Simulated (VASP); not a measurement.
# W16Cl in VASP: a series of runs

The runs below take W16Cl through single point, with PBE.

All numbers are computed with VASP 6.6.1; they aren't measurements. Logs are shortened: lines on timing, memory, paths and dates and some standing lists are left out, and cuts for length are marked.

## 1. The cell of the first run

The cell holds a slab with vacuum, 17 atoms: a = 6.367 Å, b = 6.367 Å, c = 20.143 Å, α = 90.00°, β = 90.00°, γ = 90.00°.

## 2. Single point, PBE

INCAR reads:

```
PREC = Accurate
ENCUT = 520
EDIFF = 1E-6
ISMEAR = 0
SIGMA = 0.1
LREAL = Auto
LASPH = True
NELM = 100
ALGO = Fast
ISIF = 2
LWAVE = False
LCHARG = True
LDIPOL = True
IDIPOL = 3
DIPOL = 0.5 0.5 0.329
GGA = PE
LELF = True
LVHAR = True
LVACPOTAV = True
NBANDS = 130
```

KPOINTS reads:

```
Automatic mesh
0
Gamma
  4 4 1
```

POSCAR reads:

```
W16Cl
1.0
    6.3673983380      0.0000000000      0.0000000000
    0.0000000000      6.3673983380      0.0000000000
    0.0000000000      0.0000000000     20.1425770443
W Cl
16 1
Direct
    0.2500000000      0.2500000000      0.1985843217
    0.2500000000      0.7500000000      0.1985843217
    0.7500000000      0.2500000000      0.1985843217
    0.7500000000      0.7500000000      0.1985843217
    0.0000000000      0.0000000000      0.2776134142
    0.0000000000      0.5000000000      0.2776134142
    0.5000000000      0.0000000000      0.2776134142
    0.5000000000      0.5000000000      0.2776134142
    0.2500000000      0.2500000000      0.3599451664
    0.2500000000      0.7500000000      0.3599451664
    0.7500000000      0.2500000000      0.3599451664
    0.7500000000      0.7500000000      0.3599451664
    0.0000000000      0.0000000000      0.4290700751
    0.0000000000      0.5000000000      0.4290700751
    0.5000000000      0.0000000000      0.4290700751
    0.5000000000      0.5000000000      0.4290700751
    0.0000000000      0.1875000000      0.5320868784
```

Potentials or basis: VASP PAW PBE potentials, release 64 (W_sv, Cl).

Started as:

```sh
$ cat potpaw_PBE.64/W_sv/POTCAR potpaw_PBE.64/Cl/POTCAR > POTCAR
$ mpirun -np 1 vasp_std > vasp.out
```

OUTCAR:

```text
PREC = Accurate
   ENCUT = 520
   EDIFF = 1E-6
   ISMEAR = 0
   LREAL = Auto
   LASPH = True
   NELM = 100
   ISIF = 2
   GGA = PE

 ion  position               nearest neighbor table
   1  0.250  0.250  0.199-   5 2.76   6 2.76   7 2.76   8 2.76   2 3.18   3 3.18   2 3.18   3 3.18
                             9 3.25
   2  0.250  0.750  0.199-   5 2.76   6 2.76   7 2.76   8 2.76   1 3.18   4 3.18   1 3.18   4 3.18
                            10 3.25
   3  0.750  0.250  0.199-   5 2.76   6 2.76   7 2.76   8 2.76   1 3.18   4 3.18   4 3.18   1 3.18
                            11 3.25
   4  0.750  0.750  0.199-   5 2.76   6 2.76   7 2.76   8 2.76   2 3.18   3 3.18   3 3.18   2 3.18
                            12 3.25
   5  0.000  0.000  0.278-   1 2.76   2 2.76   3 2.76   4 2.76   9 2.80  10 2.80  11 2.80  12 2.80
                            13 3.05   7 3.18   6 3.18   6 3.18   7 3.18
   6  0.000  0.500  0.278-   1 2.76   2 2.76   3 2.76   4 2.76   9 2.80  10 2.80  11 2.80  12 2.80
                            14 3.05   8 3.18   5 3.18   5 3.18   8 3.18
   7  0.500  0.000  0.278-   1 2.76   2 2.76   3 2.76   4 2.76   9 2.80  10 2.80  11 2.80  12 2.80
                            15 3.05   8 3.18   5 3.18   8 3.18   5 3.18
   8  0.500  0.500  0.278-   1 2.76   2 2.76   3 2.76   4 2.76   9 2.80  10 2.80  11 2.80  12 2.80
                            16 3.05   7 3.18   6 3.18   7 3.18   6 3.18
   9  0.250  0.250  0.360-  13 2.65  14 2.65  15 2.65  16 2.65   5 2.80   6 2.80   7 2.80   8 2.80
                            10 3.18  11 3.18  10 3.18  11 3.18   1 3.25
  10  0.250  0.750  0.360-  13 2.65  14 2.65  15 2.65  16 2.65   5 2.80   6 2.80   7 2.80   8 2.80
                             9 3.18  12 3.18   9 3.18  12 3.18   2 3.25
  11  0.750  0.250  0.360-  13 2.65  14 2.65  15 2.65  16 2.65   5 2.80   6 2.80   7 2.80   8 2.80
                             9 3.18  12 3.18  12 3.18   9 3.18   3 3.25
  12  0.750  0.750  0.360-  13 2.65  14 2.65  15 2.65  16 2.65   5 2.80   6 2.80   7 2.80   8 2.80
                            10 3.18  11 3.18  11 3.18  10 3.18   4 3.25
  13  0.000  0.000  0.429-  17 2.39  10 2.65  11 2.65  12 2.65   9 2.65   5 3.05  15 3.18  14 3.18
                            14 3.18  15 3.18
  14  0.000  0.500  0.429-   9 2.65  10 2.65  11 2.65  12 2.65  17 2.87   6 3.05  16 3.18  13 3.18
                            13 3.18  16 3.18
  15  0.500  0.000  0.429-   9 2.65  10 2.65  11 2.65  12 2.65   7 3.05  13 3.18  16 3.18  16 3.18
                            13 3.18
  16  0.500  0.500  0.429-   9 2.65  10 2.65  11 2.65  12 2.65   8 3.05  14 3.18  15 3.18  15 3.18
                            14 3.18
  17  0.000  0.188  0.532-  13 2.39  14 2.87

  LATTYP: Found a simple tetragonal cell.
 ALAT       =     6.3673983380
 C/A-ratio  =     3.1633920127

  Lattice vectors:

 A1 = (   6.3673983380,   0.0000000000,   0.0000000000)
 A2 = (   0.0000000000,   6.3673983380,   0.0000000000)
 A3 = (   0.0000000000,   0.0000000000,  20.1425770443)

Analysis of symmetry for initial positions (statically):
=====================================================================
 Subroutine PRICEL returns:
 Original cell was already a primitive cell.

 Routine SETGRP: Setting up the symmetry group for a
 simple tetragonal supercell.

 Subroutine GETGRP returns: Found  2 space group operations
 (whereof  2 operations were pure point group operations)
 out of a pool of 16 trial point group operations.

The static configuration has the point symmetry C_1h.

Analysis of symmetry for dynamics (positions and initial velocities):
=====================================================================
 Subroutine PRICEL returns:
 Original cell was already a primitive cell.

 Routine SETGRP: Setting up the symmetry group for a
 simple tetragonal supercell.

 Subroutine GETGRP returns: Found  2 space group operations
 (whereof  2 operations were pure point group operations)
 out of a pool of 16 trial point group operations.

The dynamic configuration has the point symmetry C_1h.

 Subroutine INISYM returns: Found  2 space group operations
 (whereof  2 operations are pure point group operations),
 and found     1 'primitive' translations

----------------------------------------------------------------------------------------

                                     Primitive cell

  volume of cell :     816.6558

  direct lattice vectors                    reciprocal lattice vectors
     6.367398338  0.000000000  0.000000000     0.157050014  0.000000000  0.000000000
     0.000000000  6.367398338  0.000000000     0.000000000  0.157050014  0.000000000
     0.000000000  0.000000000 20.142577044     0.000000000  0.000000000  0.049646080

[... 58 lines left out ...]
     0.039262504  0.039262504  0.049646080

  Shift w.r.t. Gamma in fractional coordinates (k-lattice)
     0.000000000  0.000000000  0.000000000

 Subroutine IBZKPT returns following result:
 ===========================================

 Found      9 irreducible k-points:

 Following reciprocal coordinates:
            Coordinates               Weight
  0.000000  0.000000  0.000000      1.000000
  0.250000  0.000000  0.000000      2.000000
  0.000000  0.250000  0.000000      2.000000
  0.500000  0.000000  0.000000      1.000000
  0.000000  0.500000  0.000000      1.000000
  0.250000  0.250000  0.000000      4.000000
  0.500000  0.250000  0.000000      2.000000
 -0.250000  0.500000  0.000000      2.000000
  0.500000  0.500000  0.000000      1.000000
   k-points           NKPTS =      9   k-points in BZ     NKDIM =      9   number of bands    NBANDS=    130
   number of dos      NEDOS =    301   number of ions     NIONS =     17
   total plane-waves  NPLWV = 345600
   dimension x,y,z NGX =    48 NGY =   48 NGZ =  150
   dimension x,y,z NGXF=    96 NGYF=   96 NGZF=  300
   ions per type =              16   1
   NGX,Y,Z   is equivalent  to a cutoff of  12.53, 12.53, 12.38 a.u.
   NGXF,Y,Z  is equivalent  to a cutoff of  25.06, 25.06, 24.76 a.u.
 SYSTEM =  unknown system
   PREC   = accura    normal or accurate (medium, high low for compatibility)
   ISTART =      0    job   : 0-new  1-cont  2-samecut
   ICHARG =      2    charge: 1-file 2-atom 10-const
   ISPIN  =      1    spin polarized calculation?
   LNONCOLLINEAR =      F non collinear calculations
   LSORBIT =      F    spin-orbit coupling
   LASPH  =      T    aspherical Exc in radial PAW
   ENCUT  =  520.0 eV  38.22 Ry    6.18 a.u.  11.84 11.84 37.45*2*pi/ulx,y,z
   NELM   =    100;   NELMIN=  2; NELMDL= -5     # of ELM steps
   EDIFF  = 0.1E-05   stopping-criterion for ELM
   LREAL  =      T    real-space projection
   EDIFFG = 0.1E-04   stopping-criterion for IOM
   NSW    =      0    number of steps for IOM
   IBRION =     -1    ionic relax: 0-MD 1-quasi-New 2-CG
   NFREE  =      0    steps in history (QN), initial steepest desc. (CG)
   ISIF   =      2    stress and relaxation
   ISYM   =      2    0-nonsym 1-usesym 2-fastsym
   POTIM  = 0.5000    time-step for ionic-motion
   TEBEG  =    0.0;   TEEND  =   0.0 temperature during run
   PSTRESS=    0.0 pullay stress
   NELECT =     231.0000    total number of electrons
   NUPDOWN=      -1.0000    fix difference up-down
   EMIN   =  10.00;   EMAX   =-10.00  energy-range for DOS
   EFERMI =   0.00;   METHOD = LEGACY
   ISMEAR =     0;   SIGMA  =   0.10  broadening in eV -4-tet -1-fermi 0-gaus
   EFERMI_NEDOS =   21; number of points for ismear=-14 and -15
   IALGO  =     68    algorithm
   IMIX   =      4    mixing-type and parameters
     AMIX     =   0.40;   BMIX     =  1.00
     AMIX_MAG =   1.60;   BMIX_MAG =  1.00
  volume/ion in A,a.u.               =      48.04       324.18
  Fermi-wavevector in a.u.,A,eV,Ry     =   1.074647  2.030788 15.712906  1.154866
  Thomas-Fermi vector in A             =   2.210481
   LORBIT       =      0    0 simple, 1 ext, 2 COOP (PROOUT), +10 PAW based schemes
   GGA     = PE    functional components
   LHFCALC =     F    Hartree Fock is set to
   AEXX    =    0.0000 exact exchange contribution
   IVDW    =     0    specifies the selected vdW correction
   LEPSILON=     F    determine dielectric tensor
   LRPA    =     F    only Hartree local field effects (RPA)
 non-spin polarized calculation
 RMM-DIIS sequential band-by-band and
 Gauss-broadening in eV      SIGMA  =   0.10
  energy-cutoff  :      520.00
  volume of cell :      816.66
 maximum number of plane-waves:     22040
   NGX = 23   NGY = 23   NGZ = 75

 dipolmoment           0.000000      0.000000     -0.107667 electrons x Angstroem

 number of electron     230.9999963 magnetization

 dipolmoment           0.000000      0.000000      0.068794 electrons x Angstroem

 Free energy of the ion-electron system (eV)
  ---------------------------------------------------
  ext. energy  EPLUGINS =         0.00000000
  ---------------------------------------------------
  free energy    TOTEN  =      -190.71019598 eV

  energy without entropy =     -190.57236790  energy(sigma->0) =     -190.64128194

 E-fermi :   0.8326     XC(G=0):  -5.6438

 val. band max:        0.8299204707   @ k =   0.0000   0.2500   0.0000
 cond. band min:       0.8369803632   @ k =   0.0000   0.2500   0.0000
 fundamental gap:      0.0070598925
 Fermi energy:         0.8326340423

 k-point     1 :       0.0000    0.0000    0.0000
  band No.  band energies     occupation
      1     -73.0478      2.00000
      2     -72.9898      2.00000
      3     -72.9844      2.00000
      4     -72.9791      2.00000
      5     -72.9750      2.00000
      6     -72.9734      2.00000
[... 1159 lines left out ...]
    126       2.1454      0.00000
    127       2.2012      0.00000
 [bands above 127 left out]

------------------------ aborting loop because EDIFF is reached ----------------------------------------

  FORCE on cell =-STRESS in cart. coord.  units (eV):
  Direction    XX          YY          ZZ          XY          YZ          ZX
  --------------------------------------------------------------------------------------
  -------------------------------------------------------------------------------------
  Total      -21.4957597    -25.0560240    -10.3958368      0.0000000      0.9698435      0.0000000
  in kB      -42.1720106    -49.1568070    -20.3953407      0.0000000      1.9027124      0.0000000
  external PRESSURE =     -37.2413861 kB  Pullay stress =       0.0000000 kB

 VOLUME and BASIS-vectors are now :
 -----------------------------------------------------------------------------
  energy-cutoff  :      520.00
  volume of cell :      816.66
      direct lattice vectors                 reciprocal lattice vectors
     6.367398338  0.000000000  0.000000000     0.157050014  0.000000000  0.000000000
     0.000000000  6.367398338  0.000000000     0.000000000  0.157050014  0.000000000
     0.000000000  0.000000000 20.142577044     0.000000000  0.000000000  0.049646080

 POSITION                                       TOTAL-FORCE (eV/Angst)
 -----------------------------------------------------------------------------------
      1.59185      1.59185      4.00000         0.045228      0.010056      2.014486
      1.59185      4.77555      4.00000         0.011916      0.008452      2.029710
      4.77555      1.59185      4.00000        -0.045228      0.010056      2.014486
      4.77555      4.77555      4.00000        -0.011916      0.008452      2.029710
      0.00000      0.00000      5.59185         0.000000     -0.074582     -2.034635
      0.00000      3.18370      5.59185         0.000000      0.071915     -1.963849
[... 9 lines left out ...]
      3.18370      3.18370      8.64258         0.000000     -0.001983      0.058087
      0.00000      1.19389     10.71760         0.000000      0.359979      0.015039
 -----------------------------------------------------------------------------------
    total drift:                                0.000000     -0.000115      0.008279

  FREE ENERGIE OF THE ION-ELECTRON SYSTEM (eV)
  ---------------------------------------------------
  free  energy   TOTEN  =      -190.7101959804 eV

  energy  without entropy=     -190.5723678957  energy(sigma->0) =     -190.64128194

 vacuum level on the upper side and lower side of the slab         5.312         5.005
```

It took 79 min on 1 thread of Oxide Virtual Turin-like, shared host; peak memory 1 GiB.

Results:

* Free energy: -190.7102 eV
* Largest force: 2.226 eV/Å
* Band gap on the k mesh: zero (an odd number of electrons rules out a gap without spin polarisation)

Forces in eV/Å, atoms in the order of the input:
```
W    0.045  0.010  2.014
W    0.012  0.008  2.030
W   -0.045  0.010  2.014
W   -0.012  0.008  2.030
W    0.000 -0.075 -2.035
W    0.000  0.072 -1.964
W    0.000 -0.045 -2.132
W    0.000  0.009 -2.226
W    0.223  0.040 -0.466
W    0.405 -0.139 -0.198
W   -0.223  0.040 -0.466
W   -0.405 -0.139 -0.198
W    0.000 -0.075  0.962
W    0.000 -0.045  0.712
W    0.000 -0.038 -0.153
W    0.000 -0.002  0.058
Cl   0.000  0.360  0.015
```

Caveat: spin-orbit coupling is left out, which moves the levels of the heavy elements; an odd number of electrons without spin polarisation forces a metal; a magnetic or distorted state may lie lower.

(Continued in part 2 of 2.)
